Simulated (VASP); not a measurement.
# Ta5C (P6/mmm) in VASP: density of states with PBE

Aim: the density of states of Ta5C with PBE.

Everything below comes from runs of VASP 6.6.1. Logs are shortened: lines on timing, memory, paths and dates and some standing lists are left out, and cuts for length are marked.

### 1 The cell of the first run

Symmetry: P6/mmm, No. 191, hexagonal system. The conventional cell has a = 5.188 Å, b = 5.188 Å, c = 5.114 Å, α = 90.00°, β = 90.00°, γ = 120.00°. Ta (site symmetry -6m2) has 9 Ta at 2.96 to 3.00 Å and 3 C at 3.00 Å within 3.9 Å. Within 3.4 Å of Ta (site symmetry mmm) lie 8 Ta at 2.59 to 2.96 Å. C (site symmetry 6/mmm) has 18 Ta at 3.00 to 3.64 Å within 3.9 Å.

### 2 Density of states, PBE

Contents of POSCAR:

```
Ta5C
1.0
    5.1881564217      0.0000000000      0.0000000000
   -2.5940782108      4.4930752600      0.0000000000
    0.0000000000      0.0000000000      5.1141454719
Ta C
5 1
Direct
    0.6666666667      0.3333333333      0.0000000000
    0.5000000000      0.0000000000      0.5000000000
    0.5000000000      0.5000000000      0.5000000000
    0.0000000000      0.5000000000      0.5000000000
    0.3333333333      0.6666666667      0.0000000000
    0.0000000000      0.0000000000      0.0000000000
```

Contents of INCAR.step1:

```
SYSTEM = Ta5C
  PREC = Accurate
  ENCUT = 520
  EDIFF = 1E-7
  ISMEAR = 0
  SIGMA = 0.1
  LREAL = .False.
  LASPH = .True.
  NELM = 80
  ALGO = Normal
  ISIF = 2
  LWAVE = .False.
  LCHARG = .True.
  LMAXMIX = 4
  GGA = PE
  NBANDS = 38
```

Contents of KPOINTS.step1:

```
Automatic mesh
0
Gamma
  12 12 8
  0 0 0
```

Contents of INCAR.step2:

```
SYSTEM = Ta5C
  PREC = Accurate
  ENCUT = 520
  EDIFF = 1E-7
  ISMEAR = -5
  SIGMA = 0.1
  LREAL = .False.
  LASPH = .True.
  NELM = 80
  ALGO = Normal
  ISIF = 2
  LWAVE = .False.
  LCHARG = .False.
  LMAXMIX = 4
  GGA = PE
  LORBIT = 10
  NEDOS = 1001
  ICHARG = 11
```

Contents of KPOINTS.step2:

```
Automatic mesh
0
Gamma
  18 18 12
  0 0 0
```

Potentials or basis: VASP PAW PBE potentials, release 64 (Ta_pv, C).

Command:

```console
> cat potpaw_PBE.64/Ta_pv/POTCAR potpaw_PBE.64/C/POTCAR > POTCAR
> cp INCAR.step1 INCAR
> cp KPOINTS.step1 KPOINTS
> mpirun -np 1 vasp_std > vasp.out
> cp INCAR.step2 INCAR
> cp KPOINTS.step2 KPOINTS
> mpirun -np 1 vasp_std > vasp.out
```

OUTCAR:

```text
SYSTEM = Ta5C
   PREC = Accurate
   ENCUT = 520
   EDIFF = 1E-7
   ISMEAR = -5
   LREAL = .False.
   LASPH = .True.
   NELM = 80
   ISIF = 2
   GGA = PE
   LORBIT = 10
   ICHARG = 11

 ion  position               nearest neighbor table
   1  0.667  0.333  0.000-   2 2.96   2 2.96   4 2.96   4 2.96   3 2.96   3 2.96   5 3.00   5 3.00
                             5 3.00
   2  0.500  0.000  0.500-   3 2.59   3 2.59   4 2.59   4 2.59   1 2.96   5 2.96   1 2.96   5 2.96

   3  0.500  0.500  0.500-   2 2.59   2 2.59   4 2.59   4 2.59   1 2.96   5 2.96   1 2.96   5 2.96

   4  0.000  0.500  0.500-   3 2.59   3 2.59   2 2.59   2 2.59   1 2.96   5 2.96   1 2.96   5 2.96

   5  0.333  0.667  0.000-   2 2.96   2 2.96   4 2.96   4 2.96   3 2.96   3 2.96   1 3.00   1 3.00
                             1 3.00
   6  0.000  0.000  0.000-

  LATTYP: Found a hexagonal cell.
 ALAT       =     5.1881564217
 C/A-ratio  =     0.9857346341

  Lattice vectors:

 A1 = (   5.1881564217,   0.0000000000,   0.0000000000)
 A2 = (  -2.5940782108,   4.4930752600,   0.0000000000)
 A3 = (   0.0000000000,   0.0000000000,   5.1141454719)

Analysis of symmetry for initial positions (statically):
=====================================================================
 Subroutine PRICEL returns:
 Original cell was already a primitive cell.

 Routine SETGRP: Setting up the symmetry group for a
 hexagonal supercell.

 Subroutine GETGRP returns: Found 24 space group operations
 (whereof 24 operations were pure point group operations)
 out of a pool of 24 trial point group operations.

The static configuration has the point symmetry D_6h.

Analysis of symmetry for dynamics (positions and initial velocities):
=====================================================================
 Subroutine PRICEL returns:
 Original cell was already a primitive cell.

 Routine SETGRP: Setting up the symmetry group for a
 hexagonal supercell.

 Subroutine GETGRP returns: Found 24 space group operations
 (whereof 24 operations were pure point group operations)
 out of a pool of 24 trial point group operations.

The dynamic configuration has the point symmetry D_6h.

 Subroutine INISYM returns: Found 24 space group operations
 (whereof 24 operations are pure point group operations),
 and found     1 'primitive' translations

----------------------------------------------------------------------------------------

                                     Primitive cell

  volume of cell :     119.2147

  direct lattice vectors                    reciprocal lattice vectors
     5.188156422  0.000000000  0.000000000     0.192746694  0.111282356  0.000000000
    -2.594078211  4.493075260  0.000000000     0.000000000  0.222564712  0.000000000
     0.000000000  0.000000000  5.114145472     0.000000000  0.000000000  0.195536088

  length of vectors
     5.188156422  5.188156422  5.114145472     0.222564712  0.222564712  0.195536088

  position of ions in fractional coordinates (direct lattice)
     0.666666667  0.333333333  0.000000000
     0.500000000  0.000000000  0.500000000
     0.500000000  0.500000000  0.500000000
     0.000000000  0.500000000  0.500000000
     0.333333333  0.666666667  0.000000000
     0.000000000  0.000000000  0.000000000

  ion indices of the primitive-cell ions
   primitive index   ion index
                 1           1
                 2           2
                 3           3
                 4           4
                 5           5
                 6           6

----------------------------------------------------------------------------------------

 KPOINTS: Automatic mesh

Automatic generation of k-mesh.
 Grid dimensions read from file:
 generate k-points for:   18   18   12

 Generating k-lattice:

  Cartesian coordinates                     Fractional coordinates (reciprocal lattice)
     0.010708150  0.006182353  0.000000000     0.055555556  0.000000000  0.000000000
     0.000000000  0.012364706  0.000000000     0.000000000  0.055555556  0.000000000
     0.000000000  0.000000000  0.016294674     0.000000000  0.000000000  0.083333333

  Length of vectors
     0.012364706  0.012364706  0.016294674

  Shift w.r.t. Gamma in fractional coordinates (k-lattice)
     0.000000000  0.000000000  0.000000000

 TETIRR: Found   3954 inequivalent tetrahedra from    23328

 Subroutine IBZKPT returns following result:
 ===========================================

 Found    259 irreducible k-points:

 Following reciprocal coordinates:
            Coordinates               Weight
  0.000000  0.000000  0.000000      1.000000
  0.055556  0.000000  0.000000      6.000000
  0.111111  0.000000  0.000000      6.000000
  0.166667  0.000000  0.000000      6.000000
  0.222222  0.000000  0.000000      6.000000
  0.277778  0.000000  0.000000      6.000000
[... 16 lines left out ...]
  0.333333  0.111111  0.000000     12.000000
  0.388889  0.111111  0.000000     12.000000
 [... further k-points ...]
   k-points           NKPTS =    259   k-points in BZ     NKDIM =    259   number of bands    NBANDS=     35
   number of dos      NEDOS =   1001   number of ions     NIONS =      6
   total plane-waves  NPLWV =  64000
   dimension x,y,z NGX =    40 NGY =   40 NGZ =   40
   dimension x,y,z NGXF=    80 NGYF=   80 NGZF=   80
   ions per type =               5   1
   NGX,Y,Z   is equivalent  to a cutoff of  12.82, 12.82, 13.00 a.u.
   NGXF,Y,Z  is equivalent  to a cutoff of  25.63, 25.63, 26.01 a.u.
 SYSTEM =  Ta5C
   PREC   = accura    normal or accurate (medium, high low for compatibility)
   ISTART =      0    job   : 0-new  1-cont  2-samecut
   ICHARG =     11    charge: 1-file 2-atom 10-const
   ISPIN  =      1    spin polarized calculation?
   LNONCOLLINEAR =      F non collinear calculations
   LSORBIT =      F    spin-orbit coupling
   LASPH  =      T    aspherical Exc in radial PAW
   ENCUT  =  520.0 eV  38.22 Ry    6.18 a.u.   9.65  9.65  9.51*2*pi/ulx,y,z
   NELM   =     80;   NELMIN=  2; NELMDL=  0     # of ELM steps
   EDIFF  = 0.1E-06   stopping-criterion for ELM
   LREAL  =      F    real-space projection
   EDIFFG = 0.1E-05   stopping-criterion for IOM
   NSW    =      0    number of steps for IOM
   IBRION =     -1    ionic relax: 0-MD 1-quasi-New 2-CG
   NFREE  =      0    steps in history (QN), initial steepest desc. (CG)
   ISIF   =      2    stress and relaxation
   ISYM   =      2    0-nonsym 1-usesym 2-fastsym
   POTIM  = 0.5000    time-step for ionic-motion
   TEBEG  =    0.0;   TEEND  =   0.0 temperature during run
   PSTRESS=    0.0 pullay stress
   NELECT =      59.0000    total number of electrons
   NUPDOWN=      -1.0000    fix difference up-down
   EMIN   =  10.00;   EMAX   =-10.00  energy-range for DOS
   EFERMI =   0.00;   METHOD = LEGACY
   ISMEAR =    -5;   SIGMA  =   0.10  broadening in eV -4-tet -1-fermi 0-gaus
   EFERMI_NEDOS =   21; number of points for ismear=-14 and -15
   IALGO  =     38    algorithm
   IMIX   =      4    mixing-type and parameters
     AMIX     =   0.40;   BMIX     =  1.00
     AMIX_MAG =   1.60;   BMIX_MAG =  1.00
  volume/ion in A,a.u.               =      19.87       134.08
  Fermi-wavevector in a.u.,A,eV,Ry     =   1.294938  2.447078 22.815117  1.676864
  Thomas-Fermi vector in A             =   2.426489
   LORBIT       =     10    0 simple, 1 ext, 2 COOP (PROOUT), +10 PAW based schemes
   GGA     = PE    functional components
   LHFCALC =     F    Hartree Fock is set to
   AEXX    =    0.0000 exact exchange contribution
   IVDW    =     0    specifies the selected vdW correction
   LEPSILON=     F    determine dielectric tensor
   LRPA    =     F    only Hartree local field effects (RPA)
 non-spin polarized calculation
 Fermi weights with tetrahedron method with Bloechl corrections
  energy-cutoff  :      520.00
  volume of cell :      119.21
 maximum number of plane-waves:      3255
 NGX is ok and might be reduce to    40

 number of electron      59.0000001 magnetization

 Free energy of the ion-electron system (eV)
  ---------------------------------------------------
  ext. energy  EPLUGINS =         0.00000000
  ---------------------------------------------------
  free energy    TOTEN  =       -57.66720010 eV

  energy without entropy =      -57.66720010  energy(sigma->0) =      -57.66720010

 E-fermi :   3.8763     XC(G=0): -11.3889

 val. band max:        3.9049791397   @ k =   0.3333   0.3333   0.0000
 cond. band min:       3.8363077464   @ k =   0.1111   0.0000   0.0000
 fundamental gap:     -0.0686713933
 Fermi energy:         3.8763034714

 k-point     1 :       0.0000    0.0000    0.0000
  band No.  band energies     occupation
      1     -31.2520      2.00000
      2     -30.6510      2.00000
      3     -30.4675      2.00000
      4     -30.4675      2.00000
      5     -30.4537      2.00000
      6     -30.4537      2.00000
[... 27 lines left out ...]
     34       7.0540      0.00000
     35       7.4078      0.00000

 k-point     2 :       0.0556    0.0000    0.0000
  band No.  band energies     occupation
      1     -31.2394      2.00000
      2     -30.6486      2.00000
      3     -30.4699      2.00000
      4     -30.4680      2.00000
      5     -30.4495      2.00000
      6     -30.4434      2.00000
[... 27 lines left out ...]
     34       6.9893      0.00000
     35       7.4389      0.00000

 k-point     3 :       0.1111    0.0000    0.0000
  band No.  band energies     occupation
      1     -31.2021      2.00000
      2     -30.6414      2.00000
      3     -30.4735      2.00000
      4     -30.4670      2.00000
      5     -30.4390      2.00000
      6     -30.4163      2.00000
[... 27 lines left out ...]
     34       6.8158      0.00000
     35       7.3805      0.00000
[... 723 lines left out ...]
 k-point    23 :       0.3333    0.1111    0.0000
  band No.  band energies     occupation
      1     -30.7895      2.00000
      2     -30.5459      2.00000
      3     -30.4986      2.00000
      4     -30.3809      2.00000
      5     -30.3794      2.00000
      6     -30.3003      2.00000
[... 27 lines left out ...]
     34       5.4439      0.00000
     35       5.7707      0.00000

 k-point    24 :       0.3889    0.1111    0.0000
  band No.  band energies     occupation
      1     -30.7455      2.00000
      2     -30.5279      2.00000
      3     -30.4998      2.00000
      4     -30.3986      2.00000
      5     -30.3652      2.00000
      6     -30.2586      2.00000
[... 27 lines left out ...]
     34       5.2455      0.00000
     35       5.3907      0.00000

 [... further k-points ...]
[... 5 lines left out ...]
  --------------------------------------------------------------------------------------
  -------------------------------------------------------------------------------------
  Total       -0.0567025     -0.0567025      0.3229341     -0.0000000      0.0000000      0.0000000
  in kB       -0.7620496     -0.7620496      4.3400498     -0.0000000      0.0000000      0.0000000
  external PRESSURE =       0.9386502 kB  Pullay stress =       0.0000000 kB

 VOLUME and BASIS-vectors are now :
 -----------------------------------------------------------------------------
  energy-cutoff  :      520.00
  volume of cell :      119.21
      direct lattice vectors                 reciprocal lattice vectors
     5.188156422  0.000000000  0.000000000     0.192746694  0.111282356  0.000000000
    -2.594078211  4.493075260  0.000000000     0.000000000  0.222564712  0.000000000
     0.000000000  0.000000000  5.114145472     0.000000000  0.000000000  0.195536088

 POSITION                                       TOTAL-FORCE (eV/Angst)
 -----------------------------------------------------------------------------------
      2.59408      1.49769      0.00000         0.000000      0.000000      0.000000
      2.59408      0.00000      2.55707        -0.000000      0.000000      0.000000
      1.29704      2.24654      2.55707        -0.000000      0.000000      0.000000
     -1.29704      2.24654      2.55707        -0.000000      0.000000      0.000000
     -0.00000      2.99538      0.00000        -0.000000      0.000000      0.000000
      0.00000      0.00000      0.00000         0.000000      0.000000      0.000000
 -----------------------------------------------------------------------------------
    total drift:                               -0.000000     -0.000000     -0.000000

  FREE ENERGIE OF THE ION-ELECTRON SYSTEM (eV)
  ---------------------------------------------------
  free  energy   TOTEN  =       -57.6672001029 eV

  energy  without entropy=      -57.6672001029  energy(sigma->0) =      -57.66720010

 total charge

# of ion       s       p       d       tot
------------------------------------------
    1        0.365   6.135   2.209   8.709
    2        0.424   6.119   2.610   9.153
    3        0.424   6.119   2.610   9.153
    4        0.424   6.119   2.610   9.153
    5        0.365   6.135   2.209   8.709
    6        1.026   0.953   0.000   1.979
--------------------------------------------------
tot          3.030  31.579  12.249  46.858
```

Run time: 8.3 min. Hardware: 1 thread of Intel Xeon 6975P-C (Granite Rapids), shared host; peak memory 0.84 GiB.

Results:

```yaml
Valence_electrons_inside_the_program's_atomic_spheres: Ta 8.71, 9.15; C 1.98
```

Caveat: spin-orbit coupling is left out, which moves the levels of the heavy elements; tetrahedron occupations give inexact forces and stress in metals.
